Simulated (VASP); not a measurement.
A run of VASP 6.6.1 is set up as follows.

Contents of INCAR:

```
ALGO     = Normal         # electronic algorithm
EDIFF    = 1E-6           # SCF threshold, eV
ENCUT    = 500            # plane-wave cutoff, eV
GGA      = PE             # functional
GGA_COMPAT= F            
ISIF     = 2              # what is computed and relaxed
ISMEAR   = -1             # smearing method
LASPH    = T              # aspherical terms in the spheres
LCHARG   = F              # write CHGCAR
LREAL    = F              # projectors in reciprocal space
LWAVE    = F              # write WAVECAR
NBANDS   = 18             # bands
NELM     = 120            # most SCF steps
PREC     = Accurate       # precision mode
SIGMA    = 0.1            # smearing width, eV
```

File KPOINTS:

```
k-points
0
Gamma
  7 7 4
```

File POSCAR:

```
PtS2
1.0
    3.5432000000      0.0000000000      0.0000000000
   -1.7716000000      3.0685012107      0.0000000000
    0.0000000000      0.0000000000      5.0388000000
Pt S
1 2
Direct
    0.0000000000      0.0000000000      0.0000000000
    0.3333333333      0.6666666667      0.2270000000
    0.6666666667      0.3333333333      0.7730000000
```

Potentials or basis: VASP PAW PBE potentials, release 64 (Pt, S).

Command:

```bash
$ cat potpaw_PBE.64/Pt/POTCAR potpaw_PBE.64/S/POTCAR > POTCAR
$ mpirun -np 1 vasp_std > vasp.out
```

Estimate the band gap on the k mesh.

0.85 eV, indirect (least direct gap 1.03 eV).

What does it give for the pressure?

11.1 GPa.

Estimate the largest force.

1.213 eV/Å.

Stress tensor (GPa, compression positive):
```
11.57  0.00  0.00
 0.00 11.57  0.00
 0.00  0.00 10.13
```

Caveat: spin-orbit coupling is left out, which moves the levels of the heavy elements; forces of over 1 eV/Å act on the atoms, so gaps and moduli don't describe the material at rest. A hybrid or GW would open this gap; PBE tends to underestimate it.
